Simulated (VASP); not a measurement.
# Al36H in VASP: single point with PBE+D3(BJ)

Aim: the single point of Al36H with PBE+D3(BJ).

Program: VASP 6.6.1. These are calculated values, not measurements. Logs are shortened: lines on timing, memory, paths and dates and some standing lists are left out, and cuts for length are marked.

### Step 1. The cell of the first run

The cell holds a slab with vacuum, 37 atoms: a = 5.629 Å, b = 5.629 Å, c = 35.907 Å, α = 90.00°, β = 90.00°, γ = 120.00°.

### Step 2. Single point, PBE+D3(BJ)

File INCAR:

```
SYSTEM = Al36H
PREC = Accurate
ENCUT = 520
EDIFF = 1E-7
ISMEAR = 0
SIGMA = 0.1
LREAL = Auto
LASPH = .True.
NELM = 60
ALGO = Fast
ISIF = 2
LWAVE = .False.
LCHARG = .False.
LDIPOL = .True.
IDIPOL = 3
DIPOL = 0.5 0.5 0.378
GGA = PE
IVDW = 12
NBANDS = 78
```

File KPOINTS:

```
Automatic mesh
0
Gamma
  6 6 1
  0 0 0
```

File POSCAR:

```
Al36H
1.0
    5.6288445219      0.0000000000      0.0000000000
   -2.8144222609      4.8747223499      0.0000000000
    0.0000000000      0.0000000000     35.9073562080
Al H
36 1
Direct
    0.1666666667      0.3333333333      0.1113977865
    0.1666666667      0.8333333333      0.1113977865
    0.6666666667      0.3333333333      0.1113977865
    0.6666666667      0.8333333333      0.1113977865
    0.0000000000      0.0000000000      0.1757372983
    0.0000000000      0.5000000000      0.1757372983
    0.5000000000      0.0000000000      0.1757372983
    0.5000000000      0.5000000000      0.1757372983
    0.3333333333      0.1666666667      0.2400768102
    0.3333333333      0.6666666667      0.2400768102
    0.8333333333      0.1666666667      0.2400768102
    0.8333333333      0.6666666667      0.2400768102
    0.0000000000      0.0000000000      0.3044163221
    0.0000000000      0.5000000000      0.3044163221
    0.5000000000      0.0000000000      0.3044163221
    0.5000000000      0.5000000000      0.3044163221
    0.1666666667      0.3333333333      0.3682539347
    0.1666666667      0.8333333333      0.3682539347
    0.6666666667      0.3333333333      0.3682539347
    0.6666666667      0.8333333333      0.3682539347
    0.0000000000      0.0000000000      0.4320699059
    0.0000000000      0.5000000000      0.4320699059
    0.5000000000      0.0000000000      0.4320699059
    0.5000000000      0.5000000000      0.4320699059
    0.3333333333      0.1666666667      0.4967844642
    0.3333333333      0.6666666667      0.4967844642
    0.8333333333      0.1666666667      0.4967844642
    0.8333333333      0.6666666667      0.4967844642
    0.0000000000      0.0000000000      0.5611166564
    0.0000000000      0.5000000000      0.5611166564
    0.5000000000      0.0000000000      0.5611166564
    0.5000000000      0.5000000000      0.5611166564
    0.1666666667      0.3333333333      0.6268174153
    0.1666666667      0.8333333333      0.6268174153
    0.6666666667      0.3333333333      0.6268174153
    0.6666666667      0.8333333333      0.6268174153
    0.5000000000      0.5000000000      0.7047958658
```

Potentials or basis: VASP PAW PBE potentials, release 64 (Al, H).

Started as:

```bash
> cat potpaw_PBE.64/Al/POTCAR potpaw_PBE.64/H/POTCAR > POTCAR
> mpirun -np 1 vasp_std > vasp.out
```

OUTCAR:

```text
SYSTEM = Al36H
   PREC = Accurate
   ENCUT = 520
   EDIFF = 1E-7
   ISMEAR = 0
   LREAL = Auto
   LASPH = .True.
   NELM = 60
   ISIF = 2
   GGA = PE
   IVDW = 12
 IVDW          = 12

 ion  position               nearest neighbor table
   1  0.167  0.333  0.111-   2 2.81   2 2.81   3 2.81   3 2.81   4 2.81   4 2.81   5 2.82   8 2.82
                             6 2.82
   2  0.167  0.833  0.111-   1 2.81   1 2.81   4 2.81   4 2.81   3 2.81   3 2.81   6 2.82   7 2.82
                             5 2.82
   3  0.667  0.333  0.111-   4 2.81   4 2.81   1 2.81   1 2.81   2 2.81   2 2.81   7 2.82   6 2.82
                             8 2.82
   4  0.667  0.833  0.111-   3 2.81   3 2.81   2 2.81   2 2.81   1 2.81   1 2.81   8 2.82   5 2.82
                             7 2.82
   5  0.000  0.000  0.176-   6 2.81   6 2.81   7 2.81   7 2.81   8 2.81   8 2.81   1 2.82   4 2.82
                             2 2.82  12 2.82   9 2.82  11 2.82
   6  0.000  0.500  0.176-   5 2.81   5 2.81   8 2.81   8 2.81   7 2.81   7 2.81   2 2.82   3 2.82
                             1 2.82  11 2.82  10 2.82  12 2.82
   7  0.500  0.000  0.176-   8 2.81   8 2.81   5 2.81   5 2.81   6 2.81   6 2.81   3 2.82   2 2.82
                             4 2.82  10 2.82  11 2.82   9 2.82
   8  0.500  0.500  0.176-   7 2.81   7 2.81   6 2.81   6 2.81   5 2.81   5 2.81   4 2.82   1 2.82
                             3 2.82   9 2.82  12 2.82  10 2.82
   9  0.333  0.167  0.240-  10 2.81  10 2.81  11 2.81  11 2.81  12 2.81  12 2.81  16 2.82   8 2.82
[... 40 lines left out ...]
                            27 2.82  33 2.86  36 2.86  34 2.86
  30  0.000  0.500  0.561-  29 2.81  29 2.81  32 2.81  32 2.81  31 2.81  31 2.81  27 2.82  26 2.82
                            28 2.82  34 2.86  35 2.86  33 2.86
  31  0.500  0.000  0.561-  32 2.81  32 2.81  29 2.81  29 2.81  30 2.81  30 2.81  26 2.82  27 2.82
                            25 2.82  35 2.86  34 2.86  36 2.86
  32  0.500  0.500  0.561-  31 2.81  31 2.81  30 2.81  30 2.81  29 2.81  29 2.81  25 2.82  28 2.82
                            26 2.82  36 2.86  33 2.86  35 2.86
  33  0.167  0.333  0.627-  34 2.81  34 2.81  35 2.81  35 2.81  36 2.81  36 2.81  29 2.86  32 2.86
                            30 2.86
  34  0.167  0.833  0.627-  33 2.81  33 2.81  36 2.81  36 2.81  35 2.81  35 2.81  30 2.86  31 2.86
                            29 2.86
  35  0.667  0.333  0.627-  36 2.81  36 2.81  33 2.81  33 2.81  34 2.81  34 2.81  31 2.86  30 2.86
                            32 2.86
  36  0.667  0.833  0.627-  35 2.81  35 2.81  34 2.81  34 2.81  33 2.81  33 2.81  32 2.86  29 2.86
                            31 2.86
  37  0.500  0.500  0.705-

  LATTYP: Found a hexagonal cell.
 ALAT       =     5.6288445219
 C/A-ratio  =     6.3791700176

  Lattice vectors:

 A1 = (   5.6288445219,   0.0000000000,   0.0000000000)
 A2 = (  -2.8144222609,   4.8747223499,   0.0000000000)
 A3 = (   0.0000000000,   0.0000000000,  35.9073562080)

Analysis of symmetry for initial positions (statically):
=====================================================================
 Subroutine PRICEL returns:
 Original cell was already a primitive cell.

 Routine SETGRP: Setting up the symmetry group for a
 hexagonal supercell.

 Subroutine GETGRP returns: Found  6 space group operations
 (whereof  2 operations were pure point group operations)
 out of a pool of 24 trial point group operations.

The static configuration has the point symmetry C_1h.
 The point group associated with its full space group is C_3v.

Analysis of symmetry for dynamics (positions and initial velocities):
=====================================================================
 Subroutine PRICEL returns:
 Original cell was already a primitive cell.

 Routine SETGRP: Setting up the symmetry group for a
 hexagonal supercell.

 Subroutine GETGRP returns: Found  6 space group operations
 (whereof  2 operations were pure point group operations)
 out of a pool of 24 trial point group operations.

The dynamic configuration has the point symmetry C_1h.
 The point group associated with its full space group is C_3v.

 Subroutine INISYM returns: Found  6 space group operations
 (whereof  2 operations are pure point group operations),
 and found     1 'primitive' translations

----------------------------------------------------------------------------------------

                                     Primitive cell

  volume of cell :     985.2639

  direct lattice vectors                    reciprocal lattice vectors
     5.628844522  0.000000000  0.000000000     0.177656355  0.102569944  0.000000000
[... 101 lines left out ...]
     0.034189981  0.034189981  0.027849447

  Shift w.r.t. Gamma in fractional coordinates (k-lattice)
     0.000000000  0.000000000  0.000000000

 Subroutine IBZKPT returns following result:
 ===========================================

 Found      7 irreducible k-points:

 Following reciprocal coordinates:
            Coordinates               Weight
  0.000000  0.000000  0.000000      1.000000
  0.166667  0.000000  0.000000      6.000000
  0.333333  0.000000  0.000000      6.000000
  0.500000  0.000000  0.000000      3.000000
  0.166667  0.166667  0.000000      6.000000
  0.333333  0.166667  0.000000     12.000000
  0.333333  0.333333  0.000000      2.000000
   k-points           NKPTS =      7   k-points in BZ     NKDIM =      7   number of bands    NBANDS=     78
   number of dos      NEDOS =    301   number of ions     NIONS =     37
   total plane-waves  NPLWV = 476280
   dimension x,y,z NGX =    42 NGY =   42 NGZ =  270
   dimension x,y,z NGXF=    84 NGYF=   84 NGZF=  540
   ions per type =              36   1
   NGX,Y,Z   is equivalent  to a cutoff of  12.40, 12.40, 12.50 a.u.
   NGXF,Y,Z  is equivalent  to a cutoff of  24.81, 24.81, 25.00 a.u.
 SYSTEM =  Al36H
   PREC   = accura    normal or accurate (medium, high low for compatibility)
   ISTART =      0    job   : 0-new  1-cont  2-samecut
   ICHARG =      2    charge: 1-file 2-atom 10-const
   ISPIN  =      1    spin polarized calculation?
   LNONCOLLINEAR =      F non collinear calculations
   LSORBIT =      F    spin-orbit coupling
   LASPH  =      T    aspherical Exc in radial PAW
   ENCUT  =  520.0 eV  38.22 Ry    6.18 a.u.  10.47 10.47 66.76*2*pi/ulx,y,z
   NELM   =     60;   NELMIN=  2; NELMDL= -5     # of ELM steps
   EDIFF  = 0.1E-06   stopping-criterion for ELM
   LREAL  =      T    real-space projection
   EDIFFG = 0.1E-05   stopping-criterion for IOM
   NSW    =      0    number of steps for IOM
   IBRION =     -1    ionic relax: 0-MD 1-quasi-New 2-CG
   NFREE  =      0    steps in history (QN), initial steepest desc. (CG)
   ISIF   =      2    stress and relaxation
   ISYM   =      2    0-nonsym 1-usesym 2-fastsym
   POTIM  = 0.5000    time-step for ionic-motion
   TEBEG  =    0.0;   TEEND  =   0.0 temperature during run
   PSTRESS=    0.0 pullay stress
   NELECT =     109.0000    total number of electrons
   NUPDOWN=      -1.0000    fix difference up-down
   EMIN   =  10.00;   EMAX   =-10.00  energy-range for DOS
   EFERMI =   0.00;   METHOD = LEGACY
   ISMEAR =     0;   SIGMA  =   0.10  broadening in eV -4-tet -1-fermi 0-gaus
   EFERMI_NEDOS =   21; number of points for ismear=-14 and -15
   IALGO  =     68    algorithm
   IMIX   =      4    mixing-type and parameters
     AMIX     =   0.40;   BMIX     =  1.00
     AMIX_MAG =   1.60;   BMIX_MAG =  1.00
  volume/ion in A,a.u.               =      26.63       179.70
  Fermi-wavevector in a.u.,A,eV,Ry     =   0.785898  1.485132  8.403442  0.617636
  Thomas-Fermi vector in A             =   1.890327
   LORBIT       =      0    0 simple, 1 ext, 2 COOP (PROOUT), +10 PAW based schemes
   GGA     = PE    functional components
   LHFCALC =     F    Hartree Fock is set to
   AEXX    =    0.0000 exact exchange contribution
   IVDW    =    12    specifies the selected vdW correction
   LEPSILON=     F    determine dielectric tensor
   LRPA    =     F    only Hartree local field effects (RPA)
 non-spin polarized calculation
 RMM-DIIS sequential band-by-band and
 Gauss-broadening in eV      SIGMA  =   0.10
  energy-cutoff  :      520.00
  volume of cell :      985.26
 maximum number of plane-waves:     26641
 NGX is ok and might be reduce to    42
   NGX = 21   NGY = 21   NGZ =133

 dipolmoment           0.000000      0.000000     -0.185180 electrons x Angstroem

 number of electron     109.0000001 magnetization

 dipolmoment           0.000000      0.000000      0.280509 electrons x Angstroem

 Free energy of the ion-electron system (eV)
  ---------------------------------------------------
  ext. energy  EPLUGINS =         0.00000000
  ---------------------------------------------------
  free energy    TOTEN  =      -132.67896557 eV

  energy without entropy =     -132.59042810  energy(sigma->0) =     -132.63469683

 E-fermi :   2.8417     XC(G=0):  -6.6348

 val. band max:        2.8380011589   @ k =   0.1667   0.0000   0.0000
 cond. band min:       2.8826085917   @ k =   0.3333   0.0000   0.0000
 fundamental gap:      0.0446074328
 Fermi energy:         2.8416877110

 k-point     1 :       0.0000    0.0000    0.0000
  band No.  band energies     occupation
      1      -8.4648      2.00000
      2      -8.2002      2.00000
      3      -7.8137      2.00000
      4      -7.2605      2.00000
      5      -6.5810      2.00000
      6      -5.7671      2.00000
[... 472 lines left out ...]
     65       5.4539      0.00000
     66       5.4546      0.00000
 [bands above 66 left out]

------------------------ aborting loop because EDIFF is reached ----------------------------------------

 vacuum level on the upper side and lower side of the slab       (xc-potential included)         0.870        -0.952

 Edisp (eV)  -11.26967

 E8    (eV) :    -5.1063

  FORCE on cell =-STRESS in cart. coord.  units (eV):
  Direction    XX          YY          ZZ          XY          YZ          ZX
  --------------------------------------------------------------------------------------
  -------------------------------------------------------------------------------------
  Total      -4.03791    -4.03791    -2.04179    -0.00000    -0.00000     0.00000
  in kB      -6.56621    -6.56621    -3.32023    -0.00000    -0.00000     0.00000
  external pressure =       -5.48 kB  Pullay stress =        0.00 kB

 VOLUME and BASIS-vectors are now :
 -----------------------------------------------------------------------------
  energy-cutoff  :      520.00
  volume of cell :      985.26
      direct lattice vectors                 reciprocal lattice vectors
     5.628844522  0.000000000  0.000000000     0.177656355  0.102569944  0.000000000
    -2.814422261  4.874722350  0.000000000     0.000000000  0.205139889  0.000000000
     0.000000000  0.000000000 35.907356208     0.000000000  0.000000000  0.027849447

 POSITION                                       TOTAL-FORCE (eV/Angst)
 -----------------------------------------------------------------------------------
      0.00000      1.62491      4.00000         0.030636      0.017688     -0.105342
     -1.40721      4.06227      4.00000        -0.000000      0.000000     -0.112270
      2.81442      1.62491      4.00000        -0.030636      0.017688     -0.105342
      1.40721      4.06227      4.00000        -0.000000     -0.035376     -0.105342
      0.00000      0.00000      6.31026        -0.001951      0.001126      0.128352
     -1.40721      2.43736      6.31026        -0.000000     -0.002253      0.128352
[... 29 lines left out ...]
      1.40721      4.06227     22.50736        -0.000000     -0.103479      0.368831
      1.40721      2.43736     25.30736        -0.000000      0.000000     -1.061374
 -----------------------------------------------------------------------------------
    total drift:                               -0.000000      0.000000     -0.028588

  FREE ENERGIE OF THE ION-ELECTRON SYSTEM (eV)
  ---------------------------------------------------
  free  energy   TOTEN  =      -143.9486362740 eV

  energy  without entropy=     -143.8600987954  energy(sigma->0) =     -143.90436753

 vacuum level on the upper side and lower side of the slab         8.720         6.871
```

It took 25 min on 1 thread of Oxide Virtual Turin-like, shared host; peak memory 1.1 GiB.

Results:

| Property | Result |
| --- | --- |
| Free energy | -143.9486 eV |
| Largest force | 1.061 eV/Å |
| Band gap on the k mesh | zero (an odd number of electrons rules out a gap without spin polarisation) |
| Dispersion energy per atom | -0.305 eV |

Forces on the atoms (eV/Å):
```
Al   0.031  0.018 -0.105
Al   0.000  0.000 -0.112
Al  -0.031  0.018 -0.105
Al   0.000 -0.035 -0.105
Al  -0.002  0.001  0.128
Al   0.000 -0.002  0.128
Al   0.002  0.001  0.128
Al   0.000  0.000  0.082
Al   0.000  0.036 -0.023
Al   0.031 -0.018 -0.023
Al   0.000  0.000 -0.032
Al  -0.031 -0.018 -0.023
Al   0.010 -0.006  0.004
Al   0.000  0.012  0.004
Al  -0.010 -0.006  0.004
Al   0.000  0.000  0.058
Al   0.029  0.017  0.003
Al   0.000  0.000  0.001
Al  -0.029  0.017  0.003
Al   0.000 -0.034  0.003
Al   0.013 -0.008  0.026
Al   0.000  0.016  0.026
Al  -0.013 -0.008  0.026
Al   0.000  0.000 -0.023
Al   0.000  0.000 -0.027
Al   0.000  0.000 -0.027
Al   0.000  0.000  0.024
Al   0.000  0.000 -0.027
Al  -0.032  0.019 -0.040
Al   0.000 -0.037 -0.040
Al   0.032  0.019 -0.040
Al   0.000  0.000  0.063
Al   0.090  0.052  0.369
Al   0.000  0.000 -0.008
Al  -0.090  0.052  0.369
Al   0.000 -0.103  0.369
H    0.000  0.000 -1.061
```

The gap in the log of VASP goes by the Fermi energy; the results here count the filled bands.